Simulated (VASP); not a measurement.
# PbSe (R-3m) in VASP: notebook

PbSe is run at these levels: PBEsol; tasks: single point.

Program: VASP 6.6.1. These are calculated values, not measurements. Logs are shortened: lines on timing, memory, paths and dates and some standing lists are left out, and cuts for length are marked.

## 1. The cell of the first run

Symmetry: R-3m, No. 166, trigonal system. Conventional cell: a = 4.374 Å, b = 4.374 Å, c = 10.395 Å, α = 90.00°, β = 90.00°, γ = 120.00°. Within 4.0 Å of Pb (site symmetry -3m) lie 6 Se at 3.06 Å. Se (site symmetry -3m) has 6 Pb at 3.06 Å within 4.0 Å.

## 2. Single point, PBEsol (equal xy, yz and zx shear strains of -2 %)

Contents of INCAR:

```
  PREC = Accurate
  ENCUT = 500
  EDIFF = 1E-6
  ISMEAR = -1
  SIGMA = 0.01
  LREAL = False
  LASPH = True
  NELM = 120
  ALGO = Normal
  ISIF = 2
  LWAVE = False
  LCHARG = False
  GGA = PS
  NBANDS = 17
  GGA_COMPAT = False
```

Contents of KPOINTS:

```
regular mesh
0
Gamma
  9 9 9
```

Contents of POSCAR:

```
PbSe
1.0
   -0.0612430000      3.0315285000      3.0315285000
    3.0315285000     -0.0612430000      3.0315285000
    3.0315285000      3.0315285000     -0.0612430000
Pb Se
1 1
Direct
    0.0000000000      0.0000000000      0.0000000000
    0.5000000000      0.5000000000      0.5000000000
```

Potentials or basis: VASP PAW PBE potentials, release 64 (Pb_d, Se).

On the command line:

```bash
cat potpaw_PBE.64/Pb_d/POTCAR potpaw_PBE.64/Se/POTCAR > POTCAR
mpirun -np 1 vasp_std > vasp.out
```

OUTCAR:

```text
PREC = Accurate
   ENCUT = 500
   EDIFF = 1E-6
   ISMEAR = -1
   LREAL = False
   LASPH = True
   NELM = 120
   ISIF = 2
   GGA = PS

 ion  position               nearest neighbor table
   1  0.000  0.000  0.000-   2 3.06   2 3.06   2 3.06   2 3.06   2 3.06   2 3.06
   2  0.500  0.500  0.500-   1 3.06   1 3.06   1 3.06   1 3.06   1 3.06   1 3.06

  LATTYP: Found a trigonal (rhomboedric) cell.
 ALAT       =     4.2876661248
 COS(alpha) =     0.4797000918

  Lattice vectors:

 A1 = (  -0.0612430000,   3.0315285000,   3.0315285000)
 A2 = (   3.0315285000,  -0.0612430000,   3.0315285000)
 A3 = (   3.0315285000,   3.0315285000,  -0.0612430000)

Analysis of symmetry for initial positions (statically):
=====================================================================
 Subroutine PRICEL returns:
 Original cell was already a primitive cell.

 Routine SETGRP: Setting up the symmetry group for a
 trigonal (rhombohedral) supercell.

 Subroutine GETGRP returns: Found 12 space group operations
 (whereof 12 operations were pure point group operations)
 out of a pool of 12 trial point group operations.

The static configuration has the point symmetry D_3d.

Analysis of symmetry for dynamics (positions and initial velocities):
=====================================================================
 Subroutine PRICEL returns:
 Original cell was already a primitive cell.

 Routine SETGRP: Setting up the symmetry group for a
 trigonal (rhombohedral) supercell.

 Subroutine GETGRP returns: Found 12 space group operations
 (whereof 12 operations were pure point group operations)
 out of a pool of 12 trial point group operations.

The dynamic configuration has the point symmetry D_3d.

 Subroutine INISYM returns: Found 12 space group operations
 (whereof 12 operations are pure point group operations),
 and found     1 'primitive' translations

----------------------------------------------------------------------------------------

                                     Primitive cell

  volume of cell :      57.4088

  direct lattice vectors                    reciprocal lattice vectors
    -0.061243000  3.031528500  3.031528500    -0.160017628  0.163316960  0.163316960
     3.031528500 -0.061243000  3.031528500     0.163316960 -0.160017628  0.163316960
     3.031528500  3.031528500 -0.061243000     0.163316960  0.163316960 -0.160017628

  length of vectors
     4.287666125  4.287666125  4.287666125     0.280981317  0.280981317  0.280981317

  position of ions in fractional coordinates (direct lattice)
     0.000000000  0.000000000  0.000000000
     0.500000000  0.500000000  0.500000000

  ion indices of the primitive-cell ions
   primitive index   ion index
                 1           1
                 2           2

----------------------------------------------------------------------------------------

 KPOINTS: regular mesh

Automatic generation of k-mesh.
 Grid dimensions read from file:
 generate k-points for:    9    9    9

 Generating k-lattice:

  Cartesian coordinates                     Fractional coordinates (reciprocal lattice)
    -0.017779736  0.018146329  0.018146329     0.111111111  0.000000000 -0.000000000
     0.018146329 -0.017779736  0.018146329     0.000000000  0.111111111 -0.000000000
     0.018146329  0.018146329 -0.017779736     0.000000000  0.000000000  0.111111111

  Length of vectors
     0.031220146  0.031220146  0.031220146

  Shift w.r.t. Gamma in fractional coordinates (k-lattice)
     0.000000000  0.000000000  0.000000000

 Subroutine IBZKPT returns following result:
 ===========================================

 Found     85 irreducible k-points:

 Following reciprocal coordinates:
            Coordinates               Weight
  0.000000  0.000000  0.000000      1.000000
  0.111111 -0.000000 -0.000000      6.000000
  0.222222 -0.000000 -0.000000      6.000000
  0.333333  0.000000 -0.000000      6.000000
  0.444444 -0.000000 -0.000000      6.000000
  0.111111  0.111111 -0.000000      6.000000
[... 16 lines left out ...]
 -0.333333  0.333333  0.000000      6.000000
  0.444444  0.444444 -0.000000      6.000000
 [... further k-points ...]
   k-points           NKPTS =     85   k-points in BZ     NKDIM =     85   number of bands    NBANDS=     17
   number of dos      NEDOS =    301   number of ions     NIONS =      2
   total plane-waves  NPLWV =  32768
   dimension x,y,z NGX =    32 NGY =   32 NGZ =   32
   dimension x,y,z NGXF=    64 NGYF=   64 NGZF=   64
   ions per type =               1   1
   NGX,Y,Z   is equivalent  to a cutoff of  12.41, 12.41, 12.41 a.u.
   NGXF,Y,Z  is equivalent  to a cutoff of  24.81, 24.81, 24.81 a.u.
 SYSTEM =  unknown system
   PREC   = accura    normal or accurate (medium, high low for compatibility)
   ISTART =      0    job   : 0-new  1-cont  2-samecut
   ICHARG =      2    charge: 1-file 2-atom 10-const
   ISPIN  =      1    spin polarized calculation?
   LNONCOLLINEAR =      F non collinear calculations
   LSORBIT =      F    spin-orbit coupling
   LASPH  =      T    aspherical Exc in radial PAW
   ENCUT  =  500.0 eV  36.75 Ry    6.06 a.u.   7.82  7.82  7.82*2*pi/ulx,y,z
   NELM   =    120;   NELMIN=  2; NELMDL= -5     # of ELM steps
   EDIFF  = 0.1E-05   stopping-criterion for ELM
   LREAL  =      F    real-space projection
   EDIFFG = 0.1E-04   stopping-criterion for IOM
   NSW    =      0    number of steps for IOM
   IBRION =     -1    ionic relax: 0-MD 1-quasi-New 2-CG
   NFREE  =      0    steps in history (QN), initial steepest desc. (CG)
   ISIF   =      2    stress and relaxation
   ISYM   =      2    0-nonsym 1-usesym 2-fastsym
   POTIM  = 0.5000    time-step for ionic-motion
   TEBEG  =    0.0;   TEEND  =   0.0 temperature during run
   PSTRESS=    0.0 pullay stress
   NELECT =      20.0000    total number of electrons
   NUPDOWN=      -1.0000    fix difference up-down
   EMIN   =  10.00;   EMAX   =-10.00  energy-range for DOS
   EFERMI =   0.00;   METHOD = LEGACY
   ISMEAR =    -1;   SIGMA  =   0.01  broadening in eV -4-tet -1-fermi 0-gaus
   EFERMI_NEDOS =   21; number of points for ismear=-14 and -15
   IALGO  =     38    algorithm
   IMIX   =      4    mixing-type and parameters
     AMIX     =   0.40;   BMIX     =  1.00
     AMIX_MAG =   1.60;   BMIX_MAG =  1.00
  volume/ion in A,a.u.               =      28.70       193.71
  Fermi-wavevector in a.u.,A,eV,Ry     =   1.151928  2.176829 18.054097  1.326939
  Thomas-Fermi vector in A             =   2.288583
   LORBIT       =      0    0 simple, 1 ext, 2 COOP (PROOUT), +10 PAW based schemes
   GGA     = PS    functional components
   LHFCALC =     F    Hartree Fock is set to
   AEXX    =    0.0000 exact exchange contribution
   IVDW    =     0    specifies the selected vdW correction
   LEPSILON=     F    determine dielectric tensor
   LRPA    =     F    only Hartree local field effects (RPA)
 non-spin polarized calculation
  energy-cutoff  :      500.00
  volume of cell :       57.41
 maximum number of plane-waves:      1468
   NGX = 15   NGY = 15   NGZ = 15

 number of electron      19.9999998 magnetization

 Free energy of the ion-electron system (eV)
  ---------------------------------------------------
  ext. energy  EPLUGINS =         0.00000000
  ---------------------------------------------------
  free energy    TOTEN  =        -8.91302728 eV

  energy without entropy =       -8.91302728  energy(sigma->0) =       -8.91302728

 E-fermi :   4.9533     XC(G=0):  -9.7147

 val. band max:        4.7290328185   @ k =   0.4444  -0.0000  -0.0000
 cond. band min:       5.1961059490   @ k =   0.4444   0.4444   0.4444
 fundamental gap:      0.4670731305
 Fermi energy:         4.9533052203

 k-point     1 :       0.0000    0.0000    0.0000
  band No.  band energies     occupation
      1     -11.8542      2.00000
      2     -11.8542      2.00000
      3     -11.8515      2.00000
      4     -11.8433      2.00000
      5     -11.8433      2.00000
      6      -8.6991      2.00000
[... 9 lines left out ...]
     16      11.6266      0.00000
     17      12.9185      0.00000

 k-point     2 :       0.1111   -0.0000   -0.0000
  band No.  band energies     occupation
      1     -11.8565      2.00000
      2     -11.8544      2.00000
      3     -11.8482      2.00000
      4     -11.8444      2.00000
      5     -11.8405      2.00000
      6      -8.6058      2.00000
[... 9 lines left out ...]
     16      11.8548      0.00000
     17      13.8568      0.00000

 k-point     3 :       0.2222   -0.0000   -0.0000
  band No.  band energies     occupation
      1     -11.8634      2.00000
      2     -11.8585      2.00000
      3     -11.8458      2.00000
      4     -11.8380      2.00000
      5     -11.8323      2.00000
      6      -8.3437      2.00000
[... 9 lines left out ...]
     16      12.5563      0.00000
     17      15.4982      0.00000

 k-point     4 :       0.3333    0.0000   -0.0000
  band No.  band energies     occupation
      1     -11.8718      2.00000
      2     -11.8650      2.00000
      3     -11.8456      2.00000
      4     -11.8264      2.00000
      5     -11.8224      2.00000
      6      -7.9812      2.00000
[... 9 lines left out ...]
     16      13.6257      0.00000
     17      16.5114      0.00000
[... 343 lines left out ...]
      1     -11.9474      2.00000
      2     -11.8560      2.00000
      3     -11.8416      2.00000
      4     -11.8132      2.00000
      5     -11.8112      2.00000
      6      -7.2994      2.00000
[... 9 lines left out ...]
     16      15.4710      0.00000
     17      17.0544      0.00000

 k-point    23 :      -0.3333    0.3333    0.0000
  band No.  band energies     occupation
      1     -11.9265      2.00000
      2     -11.8507      2.00000
      3     -11.8442      2.00000
      4     -11.8221      2.00000
      5     -11.8164      2.00000
      6      -7.3369      2.00000
[... 9 lines left out ...]
     16      14.3773      0.00000
     17      16.3194      0.00000

 k-point    24 :       0.4444    0.4444   -0.0000
  band No.  band energies     occupation
      1     -11.9734      2.00000
      2     -11.8683      2.00000
      3     -11.8293      2.00000
      4     -11.8075      2.00000
      5     -11.8036      2.00000
      6      -7.3085      2.00000
[... 9 lines left out ...]
     16      16.2626      0.00000
     17      17.2650      0.00000

 [... further k-points ...]

------------------------ aborting loop because EDIFF is reached ----------------------------------------

  FORCE on cell =-STRESS in cart. coord.  units (eV):
  Direction    XX          YY          ZZ          XY          YZ          ZX
  --------------------------------------------------------------------------------------
  -------------------------------------------------------------------------------------
  Total       -0.2117334     -0.2117334     -0.2117334      0.1214469      0.1214469      0.1214469
  in kB       -5.9091058     -5.9091058     -5.9091058      3.3893677      3.3893677      3.3893677
  external PRESSURE =      -5.9091058 kB  Pullay stress =       0.0000000 kB

 VOLUME and BASIS-vectors are now :
 -----------------------------------------------------------------------------
  energy-cutoff  :      500.00
  volume of cell :       57.41
      direct lattice vectors                 reciprocal lattice vectors
    -0.061243000  3.031528500  3.031528500    -0.160017628  0.163316960  0.163316960
     3.031528500 -0.061243000  3.031528500     0.163316960 -0.160017628  0.163316960
     3.031528500  3.031528500 -0.061243000     0.163316960  0.163316960 -0.160017628

 POSITION                                       TOTAL-FORCE (eV/Angst)
 -----------------------------------------------------------------------------------
      0.00000      0.00000      0.00000        -0.000000      0.000000     -0.000000
      3.00091      3.00091      3.00091         0.000000     -0.000000      0.000000
 -----------------------------------------------------------------------------------
    total drift:                                0.000000     -0.000000     -0.000000

  FREE ENERGIE OF THE ION-ELECTRON SYSTEM (eV)
  ---------------------------------------------------
  free  energy   TOTEN  =        -8.9130272849 eV

  energy  without entropy=       -8.9130272849  energy(sigma->0) =       -8.91302728
```

Wall time 97 s (1 thread of Intel Xeon 8259CL, shared host); peak memory 0.23 GiB.

What came out:

```
Free energy            : -8.9130 eV
Pressure               : -0.6 GPa
Band gap on the k mesh : 0.47 eV (least direct gap 0.62 eV)
```

Caveat: the cell differs from its parent crystal (equal xy, yz and zx shear strains of -2 %); the PAW data sets were made with another functional, which shifts forces and pressure a little; spin-orbit coupling is left out, which moves the levels of the heavy elements; an odd mesh through Γ misses points on the zone boundary, where band edges can lie.

## 3. Single point, PBEsol (equal xy, yz and zx shear strains of +1 %)

Contents of INCAR:

```
SYSTEM = PbSe
  PREC = Accurate
  ENCUT = 500
  EDIFF = 1E-6
  ISMEAR = -1
  SIGMA = 0.01
  LREAL = .FALSE.
  LASPH = .TRUE.
  NELM = 120
  ALGO = Normal
  ISIF = 2
  LWAVE = .FALSE.
  LCHARG = .FALSE.
  GGA = PS
  NBANDS = 17
  GGA_COMPAT = .FALSE.
```

Contents of KPOINTS:

```
regular mesh
0
G
  9 9 9
  0 0 0
```

Contents of POSCAR:

```
PbSe
1.0
    0.0306215000      3.0774607500      3.0774607500
    3.0774607500      0.0306215000      3.0774607500
    3.0774607500      3.0774607500      0.0306215000
Pb Se
1 1
Direct
    0.0000000000      0.0000000000      0.0000000000
    0.5000000000      0.5000000000      0.5000000000
```

Potentials or basis: VASP PAW PBE potentials, release 64 (Pb_d, Se).

On the command line:

```bash
cat potpaw_PBE.64/Pb_d/POTCAR potpaw_PBE.64/Se/POTCAR > POTCAR
mpirun -np 1 vasp_std > vasp.out
```

It took 94 s on 1 thread of Intel Xeon 8259CL, shared host; peak memory 0.23 GiB.

It converged, with:

- Free energy: -8.9157 eV
- Pressure: -0.6 GPa
- Band gap on the k mesh: 0.57 eV (least direct gap 0.64 eV)

Stress tensor (GPa, compression positive):
```
-0.59 -0.18 -0.18
-0.18 -0.59 -0.18
-0.18 -0.18 -0.59
```

Levels at points of the mesh, in eV from the valence-band top:
```csv
k point,band 8,band 9,band 10,band 11,band 12,band 13
"(0.00, 0.00, 0.00)",-1.80,-1.68,-1.68,4.81,4.81,4.83
```

Caveat: the cell differs from its parent crystal (equal xy, yz and zx shear strains of +1 %); the PAW data sets were made with another functional, which shifts forces and pressure a little; spin-orbit coupling is left out, which moves the levels of the heavy elements; an odd mesh through Γ misses points on the zone boundary, where band edges can lie.
